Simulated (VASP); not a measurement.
# ZnS (Cm) in VASP: single point with PBE

Aim: the single point of ZnS with PBE.

All numbers are computed with VASP 6.6.1; they aren't measurements. Logs are shortened: lines on timing, memory, paths and dates and some standing lists are left out, and cuts for length are marked.

### 1 The cell of the first run

It takes space group Cm (No. 8, monoclinic). The conventional cell has a = 6.663 Å, b = 3.847 Å, c = 12.639 Å, α = 90.00°, β = 95.04°, γ = 90.00°. Within 3.1 Å of Zn (site symmetry m) lie 4 S at 2.36 Å. Within 3.1 Å of Zn (site symmetry m) lie 4 S at 2.36 Å. Zn (site symmetry m) has 4 S at 2.36 to 2.61 Å within 3.1 Å. Within 3.1 Å of Zn (site symmetry m) lie 4 S at 2.36 Å. S (site symmetry m) has 4 Zn at 2.36 Å within 3.1 Å. S (site symmetry m) has 4 Zn at 2.36 Å within 3.1 Å. S (site symmetry m) has 4 Zn at 2.36 to 2.61 Å within 3.1 Å. Within 3.1 Å of S (site symmetry m) lie 4 Zn at 2.36 Å.

### 2 Single point, PBE (the part above a cut slid along it)

Contents of INCAR:

```
SYSTEM = ZnS
  ALGO = Normal
  EDIFF = 1E-6
  ENCUT = 520
  GGA = PE
  ISIF = 2
  ISMEAR = 0
  LASPH = .TRUE.
  LCHARG = .FALSE.
  LREAL = .FALSE.
  LWAVE = .FALSE.
  NBANDS = 46
  NELM = 80
  PREC = Accurate
  SIGMA = 0.05
```

Contents of KPOINTS:

```
k-points
0
G
  8 8 2
  0 0 0
```

Contents of POSCAR:

```
ZnS
1.0
   -3.8467234434      0.0000000000      0.0000000000
   -1.9233617217     -3.3313602233      0.0000000000
   -0.9618731970     -0.5553377492     12.5902250239
Zn S
4 4
Direct
   -0.1093969328     -0.1093969328      0.6562503469
   -0.0260469328     -0.0260469328      0.1562503469
    0.1822657069      0.1822657069      0.9062245137
    0.5989490402      0.5989490402      0.4062245137
   -0.1406097326     -0.1406097326      0.8434896978
   -0.0572597326      0.9427402674      0.3434896978
    0.3176909652      0.3176909652      0.0938354415
    0.5676742986      0.5676742986      0.5938354415
```

Potentials or basis: VASP PAW PBE potentials, release 64 (Zn, S).

The run is started by

```sh
$ cat potpaw_PBE.64/Zn/POTCAR potpaw_PBE.64/S/POTCAR > POTCAR
$ mpirun -np 1 vasp_std > vasp.out
```

OUTCAR:

```text
SYSTEM = ZnS
   EDIFF = 1E-6
   ENCUT = 520
   GGA = PE
   ISIF = 2
   ISMEAR = 0
   LASPH = .TRUE.
   LREAL = .FALSE.
   NELM = 80
   PREC = Accurate

 ion  position               nearest neighbor table
   1  0.891  0.891  0.656-   8 2.36   8 2.36   8 2.36   5 2.36
   2  0.974  0.974  0.156-   7 2.36   7 2.36   7 2.36   6 2.36
   3  0.182  0.182  0.906-   5 2.36   5 2.36   5 2.36   7 2.61
   4  0.599  0.599  0.406-   6 2.36   6 2.36   6 2.36   8 2.36
   5  0.859  0.859  0.843-   3 2.36   3 2.36   3 2.36   1 2.36
   6  0.943  0.943  0.343-   4 2.36   4 2.36   4 2.36   2 2.36
   7  0.318  0.318  0.094-   2 2.36   2 2.36   2 2.36   3 2.61
   8  0.568  0.568  0.594-   1 2.36   1 2.36   1 2.36   4 2.36

  LATTYP: Found a base centered monoclinic cell.
 ALAT       =     6.6627204466
 B/A-ratio  =     0.5773502692
 C/A-ratio  =     1.8969909618
 COS(beta)  =    -0.0878760117

  Lattice vectors:

 A1 = (   3.8467234434,   0.0000000000,   0.0000000000)
 A2 = (   1.9233617217,   3.3313602233,   0.0000000000)
 A3 = (  -0.9618731970,  -0.5553377492,  12.5902250239)

Analysis of symmetry for initial positions (statically):
=====================================================================
 Subroutine PRICEL returns:
 Original cell was already a primitive cell.

 Routine SETGRP: Setting up the symmetry group for a
 base centered monoclinic supercell.

 Subroutine GETGRP returns: Found  2 space group operations
 (whereof  2 operations were pure point group operations)
 out of a pool of  4 trial point group operations.

The static configuration has the point symmetry C_1h.

Analysis of symmetry for dynamics (positions and initial velocities):
=====================================================================
 Subroutine PRICEL returns:
 Original cell was already a primitive cell.

 Routine SETGRP: Setting up the symmetry group for a
 base centered monoclinic supercell.

 Subroutine GETGRP returns: Found  2 space group operations
 (whereof  2 operations were pure point group operations)
 out of a pool of  4 trial point group operations.

The dynamic configuration has the point symmetry C_1h.

 Subroutine INISYM returns: Found  2 space group operations
 (whereof  2 operations are pure point group operations),
 and found     1 'primitive' translations

----------------------------------------------------------------------------------------

                                     Primitive cell

  volume of cell :     161.3415

  direct lattice vectors                    reciprocal lattice vectors
    -3.846723443  0.000000000  0.000000000    -0.259961501  0.150088843 -0.013240431
    -1.923361722 -3.331360223  0.000000000     0.000000000 -0.300177685 -0.013240431
    -0.961873197 -0.555337749 12.590225024     0.000000000  0.000000000  0.079426698

  length of vectors
     3.846723443  3.846723443 12.639120468     0.300469552  0.300469552  0.079426698

  position of ions in fractional coordinates (direct lattice)
     0.890603067  0.890603067  0.656250347
     0.973953067  0.973953067  0.156250347
     0.182265707  0.182265707  0.906224514
     0.598949040  0.598949040  0.406224514
     0.859390267  0.859390267  0.843489698
     0.942740267  0.942740267  0.343489698
     0.317690965  0.317690965  0.093835441
     0.567674299  0.567674299  0.593835441

  ion indices of the primitive-cell ions
   primitive index   ion index
                 1           1
                 2           2
                 3           3
                 4           4
                 5           5
                 6           6
                 7           7
                 8           8

----------------------------------------------------------------------------------------

 KPOINTS: k-points

Automatic generation of k-mesh.
 Grid dimensions read from file:
 generate k-points for:    8    8    2

 Generating k-lattice:

  Cartesian coordinates                     Fractional coordinates (reciprocal lattice)
    -0.032495188  0.018761105 -0.001655054     0.125000000  0.000000000  0.000000000
     0.000000000 -0.037522211 -0.001655054     0.000000000  0.125000000  0.000000000
     0.000000000  0.000000000  0.039713349     0.000000000  0.000000000  0.500000000

  Length of vectors
     0.037558694  0.037558694  0.039713349

  Shift w.r.t. Gamma in fractional coordinates (k-lattice)
     0.000000000  0.000000000  0.000000000

 Subroutine IBZKPT returns following result:
 ===========================================

 Found     42 irreducible k-points:

 Following reciprocal coordinates:
            Coordinates               Weight
  0.000000  0.000000  0.000000      1.000000
  0.125000  0.000000 -0.000000      4.000000
  0.250000  0.000000 -0.000000      4.000000
  0.375000  0.000000  0.000000      4.000000
  0.500000  0.000000 -0.000000      2.000000
  0.125000  0.125000  0.000000      2.000000
[... 16 lines left out ...]
  0.125000  0.000000  0.500000      4.000000
  0.250000  0.000000  0.500000      4.000000
 [... further k-points ...]
   k-points           NKPTS =     42   k-points in BZ     NKDIM =     42   number of bands    NBANDS=     46
   number of dos      NEDOS =    301   number of ions     NIONS =      8
   total plane-waves  NPLWV =  86400
   dimension x,y,z NGX =    30 NGY =   30 NGZ =   96
   dimension x,y,z NGXF=    60 NGYF=   60 NGZF=  192
   ions per type =               4   4
   NGX,Y,Z   is equivalent  to a cutoff of  12.97, 12.97, 12.63 a.u.
   NGXF,Y,Z  is equivalent  to a cutoff of  25.93, 25.93, 25.25 a.u.
 SYSTEM =  ZnS
   PREC   = accura    normal or accurate (medium, high low for compatibility)
   ISTART =      0    job   : 0-new  1-cont  2-samecut
   ICHARG =      2    charge: 1-file 2-atom 10-const
   ISPIN  =      1    spin polarized calculation?
   LNONCOLLINEAR =      F non collinear calculations
   LSORBIT =      F    spin-orbit coupling
   LASPH  =      T    aspherical Exc in radial PAW
   ENCUT  =  520.0 eV  38.22 Ry    6.18 a.u.   7.15  7.15 23.50*2*pi/ulx,y,z
   NELM   =     80;   NELMIN=  2; NELMDL= -5     # of ELM steps
   EDIFF  = 0.1E-05   stopping-criterion for ELM
   LREAL  =      F    real-space projection
   EDIFFG = 0.1E-04   stopping-criterion for IOM
   NSW    =      0    number of steps for IOM
   IBRION =     -1    ionic relax: 0-MD 1-quasi-New 2-CG
   NFREE  =      0    steps in history (QN), initial steepest desc. (CG)
   ISIF   =      2    stress and relaxation
   ISYM   =      2    0-nonsym 1-usesym 2-fastsym
   POTIM  = 0.5000    time-step for ionic-motion
   TEBEG  =    0.0;   TEEND  =   0.0 temperature during run
   PSTRESS=    0.0 pullay stress
   NELECT =      72.0000    total number of electrons
   NUPDOWN=      -1.0000    fix difference up-down
   EMIN   =  10.00;   EMAX   =-10.00  energy-range for DOS
   EFERMI =   0.00;   METHOD = LEGACY
   ISMEAR =     0;   SIGMA  =   0.05  broadening in eV -4-tet -1-fermi 0-gaus
   EFERMI_NEDOS =   21; number of points for ismear=-14 and -15
   IALGO  =     38    algorithm
   IMIX   =      4    mixing-type and parameters
     AMIX     =   0.40;   BMIX     =  1.00
     AMIX_MAG =   1.60;   BMIX_MAG =  1.00
  volume/ion in A,a.u.               =      20.17       136.10
  Fermi-wavevector in a.u.,A,eV,Ry     =   1.251037  2.364118 21.294406  1.565095
  Thomas-Fermi vector in A             =   2.385004
   LORBIT       =      0    0 simple, 1 ext, 2 COOP (PROOUT), +10 PAW based schemes
   GGA     = PE    functional components
   LHFCALC =     F    Hartree Fock is set to
   AEXX    =    0.0000 exact exchange contribution
   IVDW    =     0    specifies the selected vdW correction
   LEPSILON=     F    determine dielectric tensor
   LRPA    =     F    only Hartree local field effects (RPA)
 non-spin polarized calculation
 Gauss-broadening in eV      SIGMA  =   0.05
  energy-cutoff  :      520.00
  volume of cell :      161.34
 maximum number of plane-waves:      4379
 NGX is ok and might be reduce to    30
   NGX = 15   NGY = 15   NGZ = 47

 number of electron      72.0000012 magnetization

 Free energy of the ion-electron system (eV)
  ---------------------------------------------------
  ext. energy  EPLUGINS =         0.00000000
  ---------------------------------------------------
  free energy    TOTEN  =       -27.05158270 eV

  energy without entropy =      -27.05158270  energy(sigma->0) =      -27.05158270

 E-fermi :   2.1964     XC(G=0):  -9.5489

 val. band max:        1.9841174067   @ k =   0.0000   0.0000   0.0000
 cond. band min:       3.7513031809   @ k =   0.0000   0.0000   0.0000
 fundamental gap:      1.7671857742
 Fermi energy:         2.1963567139

 k-point     1 :       0.0000    0.0000    0.0000
  band No.  band energies     occupation
      1     -11.1128      2.00000
      2     -10.7268      2.00000
      3     -10.5583      2.00000
      4     -10.0915      2.00000
      5      -4.5096      2.00000
      6      -4.4989      2.00000
[... 38 lines left out ...]
     45       8.5304      0.00000
     46       8.6849      0.00000

 k-point     2 :       0.1250    0.0000   -0.0000
  band No.  band energies     occupation
      1     -11.0142      2.00000
      2     -10.6451      2.00000
      3     -10.4742      2.00000
      4     -10.0315      2.00000
      5      -4.5106      2.00000
      6      -4.4768      2.00000
[... 38 lines left out ...]
     45       8.5969      0.00000
     46       8.7797      0.00000

 k-point     3 :       0.2500    0.0000   -0.0000
  band No.  band energies     occupation
      1     -10.7530      2.00000
      2     -10.4355      2.00000
      3     -10.2609      2.00000
      4      -9.8857      2.00000
      5      -4.5040      2.00000
      6      -4.4239      2.00000
[... 1018 lines left out ...]
     45       8.6858      0.00000
     46       8.8100      0.00000

 k-point    24 :       0.2500    0.0000    0.5000
  band No.  band energies     occupation
      1     -10.7286      2.00000
      2     -10.5202      2.00000
      3     -10.1683      2.00000
      4      -9.9182      2.00000
      5      -4.5036      2.00000
      6      -4.4238      2.00000
[... 38 lines left out ...]
     45       8.8171      0.00000
     46       9.1847      0.00000

 [... further k-points ...]
[... 5 lines left out ...]
  --------------------------------------------------------------------------------------
  -------------------------------------------------------------------------------------
  Total       -0.8954321      0.1264773     -0.2790266     -0.8849995      0.7938193      1.3749354
  in kB       -8.8919536      1.2559641     -2.7708316     -8.7883546      7.8829029     13.6535885
  external PRESSURE =      -3.4689404 kB  Pullay stress =       0.0000000 kB

 VOLUME and BASIS-vectors are now :
 -----------------------------------------------------------------------------
  energy-cutoff  :      520.00
  volume of cell :      161.34
      direct lattice vectors                 reciprocal lattice vectors
    -3.846723443  0.000000000  0.000000000    -0.259961501  0.150088843 -0.013240431
    -1.923361722 -3.331360223  0.000000000     0.000000000 -0.300177685 -0.013240431
    -0.961873197 -0.555337749 12.590225024     0.000000000  0.000000000  0.079426698

 POSITION                                       TOTAL-FORCE (eV/Angst)
 -----------------------------------------------------------------------------------
     -5.77009     -3.33136      8.26234        -0.007763     -0.004482     -0.090869
     -5.77009     -3.33136      1.96723         0.035845      0.020695      0.044889
     -1.92336     -1.11045     11.40957        -0.360780     -0.208296      0.241053
     -3.84672     -2.22091      5.11446        -0.011418     -0.006592     -0.099733
     -5.77009     -3.33136     10.61973        -0.088049     -0.050835      0.152978
     -5.77009     -3.33136      4.32461         0.029556      0.017064      0.109737
     -1.92336     -1.11045      1.18141         0.412270      0.238024     -0.447293
     -3.84672     -2.22091      7.47652        -0.009660     -0.005577      0.089237
 -----------------------------------------------------------------------------------
    total drift:                               -0.001980     -0.001143      0.000011

  FREE ENERGIE OF THE ION-ELECTRON SYSTEM (eV)
  ---------------------------------------------------
  free  energy   TOTEN  =       -27.0515826952 eV

  energy  without entropy=      -27.0515826952  energy(sigma->0) =      -27.05158270
```

Wall time 3.5 min (1 thread of Intel Xeon 6975P-C (Granite Rapids), shared host); peak memory 0.4 GiB.

What came out:

| Item | Value |
| --- | --- |
| Free energy | -27.0516 eV |
| Pressure | -0.3 GPa |
| Largest force | 0.653 eV/Å |
| Band gap on the k mesh | 1.77 eV |

Forces in eV/Å, atoms in the order of the input:
```
Zn  -0.008 -0.004 -0.091
Zn   0.036  0.021  0.045
Zn  -0.361 -0.208  0.241
Zn  -0.011 -0.007 -0.100
S   -0.088 -0.051  0.153
S    0.030  0.017  0.110
S    0.412  0.238 -0.447
S   -0.010 -0.006  0.089
```

Levels at points of the mesh, in eV from the valence-band top:
```tsv
k point	band 32	band 33	band 34	band 35	band 36	band 37	band 38	band 39	band 40	band 41
(0.00, 0.00, 0.00)	-0.41	-0.37	-0.13	-0.01	0.00	1.77	3.10	3.27	3.38	6.05
(0.50, 0.00, 0.00)	-1.77	-1.60	-1.43	-1.07	-0.82	2.74	3.40	3.71	4.14	4.85
(0.50, 0.50, 0.00)	-1.77	-1.65	-1.53	-0.88	-0.84	2.63	3.45	3.83	4.23	4.41
(0.00, 0.00, 0.50)	-0.61	-0.39	-0.28	-0.08	-0.06	2.45	2.86	3.15	3.32	6.05
(0.50, 0.00, 0.50)	-1.83	-1.68	-1.44	-1.03	-1.01	3.04	3.58	3.75	3.98	4.59
(0.50, 0.50, 0.50)	-1.93	-1.67	-1.21	-1.06	-1.02	2.90	3.73	3.80	4.05	4.18
```

Caveat: the cell differs from its parent crystal (the part above a cut slid along it).
